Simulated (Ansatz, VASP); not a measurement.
Two plane-wave programs on Na

INCAR

```
  PREC = Accurate
  ENCUT = 520
  EDIFF = 1E-6
  ISMEAR = 0
  SIGMA = 0.15
  LREAL = False
  LASPH = True
  NELM = 100
  ALGO = Fast
  ISIF = 2
  LWAVE = False
  LCHARG = True
  GGA = PS
  LELF = True
  LVHAR = True
  NBANDS = 14
```

Contents of KPOINTS:

```
Automatic mesh
0
Gamma
  12 12 10
```

File POSCAR:

```
Na
1.0
    0.0000000000     -3.7271439106      0.0000000000
   -3.7271439106      0.0000000000      0.0000000000
    0.0000000000      0.0000000000     -5.2241838134
Na
2
Direct
    0.5000000000      0.6642007968      0.5604879176
    0.0000000000     -0.1642007968     -0.0604879176
```

Input for Ansatz:

```yaml
crystal:
  lattice:
    - [0.0, -3.7271439106, 0.0]
    - [-3.7271439106, 0.0, 0.0]
    - [0.0, 0.0, -5.2241838134]
  atoms:
    - { symbol: Na, position: [0.5, 0.6642007968, 0.5604879176] }
    - { symbol: Na, position: [0.0, -0.1642007968, -0.0604879176] }
basis:
  ecutwfc: 520.0
kpoints:
  mp_grid: { grid: [12, 12, 10] }
hamiltonian:
  xc: pbesol
scf:
  occupations: { method: gaussian, width: 0.15 }
output:
  forces: true
  stress: true
  eigenvalues: true
```

Change from the starting cell: mode 4 frozen in at -0.612 Å and mode 6 at -0.316 Å (largest displacements).

Alike in both runs: task single point; functional PBEsol; k mesh 12 × 12 × 10; occupations gaussian, width 0.15 eV; no spin polarisation.

|  | VASP | Ansatz |
| --- | --- | --- |
| version | VASP 6.6.1 | Ansatz 0.2.0 |
| potentials or method | VASP PAW PBE potentials, release 64 (Na_pv), cutoff 520 eV | scalar-relativistic, plane waves, PAW |
| valence electrons in the cell | 14 | 18 |

|  | VASP | Ansatz | Ansatz less VASP |
| --- | --- | --- | --- |
| gap on the k mesh at the Fermi level (eV) | none | none | - |
| pressure (GPa) | 1.5 | 1.5 | -0.03 |
| traceless stress, the component that is largest in VASP (GPa) | -2.55 | -2.55 | +0.001 |
| rms of the force components (eV/Å) | 0.545 | 0.544 | -0.0010 |

VASP's potentials were made for PBE, not for PBEsol. Atom by atom the forces differ by 0.001 eV/Å (rms over components). A gap of «none» marks a metal or a gap that the smearing closes. The functional is the same, so the differences come from potentials, cutoffs and numerics. VASP's potentials hold 14 valence electrons a cell and Ansatz's 18, so a difference there can come from the potentials and not from the codes.
